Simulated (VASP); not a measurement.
Set up this calculation in VASP 6.6.1, as the native input.

```
Task                   : relaxation of cell and atoms
Functional             : PBE
Potentials or basis    : VASP PAW PBE potentials, release 64 (Si, O)
Cutoff                 : 600 eV
k mesh                 : 4 × 8 × 4
Occupations            : gaussian, width 0.02 eV
Spin                   : no spin polarisation
Dipole correction      : no
Further INCAR settings : ALGO = Normal; EDIFF = 1e-06; IBRION = 2; EDIFFG = -0.01; NSW = 100; ISIF = 3
```

The structure of SiO2 lies in POSCAR:

```
SiO2
1.0
    5.2953825743      0.0000000000      0.0000000000
    0.0000000000      2.8130319954      0.0000000000
    0.0000000000      0.0000000000      6.0009443988
Si O
2 4
Direct
    0.7500000000      0.0000000000      0.8445617369
    0.2500000000      0.0000000000      0.1554382631
    0.7500000000      0.5000000000      0.7000223900
    0.2500000000      0.5000000000      0.2999776100
    0.0000000000      0.0000000000      0.0000000000
    0.5000000000      0.0000000000      0.0000000000
```

This cell differs from its parent crystal: atoms taken out.

One way to write it, as run:

INCAR

```
PREC = Accurate ; ENCUT = 600
EDIFF = 1E-6 ; ISMEAR = 0
SIGMA = 0.02 ; LREAL = F
LASPH = T ; NELM = 100
ALGO = Normal ; ISIF = 3
LWAVE = F ; LCHARG = F
GGA = PE ; IBRION = 2
NSW = 100 ; EDIFFG = -0.01
```

KPOINTS

```
Automatic mesh
0
Gamma
  4 8 4
```

Potentials or basis: VASP PAW PBE potentials, release 64 (Si, O).

Run with:

```sh
$ cat potpaw_PBE.64/Si/POTCAR potpaw_PBE.64/O/POTCAR > POTCAR
$ mpirun -np 1 vasp_std > vasp.out
```

Results of the run:

```
Relaxed volume                        : 14.87 Å³/atom
Relaxed cell                          : a = 5.287 Å, b = 2.813 Å, c = 5.998 Å, α = 90.00°, β = 90.00°, γ = 90.00°
Space group after relaxing (to 0.1 Å) : Pmma (No. 51)
Energy gained by relaxing             : 0.0 meV/atom
Ionic steps                           : 8
Pressure after relaxing               : 0.0 GPa
Largest force after relaxing          : 0.006 eV/Å
Band gap on the k mesh                : 5.19 eV
```

Caveat: the cell differs from its parent crystal (atoms taken out).

Run time: 3.4 min on 1 thread of Intel(R) Xeon(R) Platinum 8488C (Sapphire Rapids), on a shared host, peak memory 0.25 GiB.
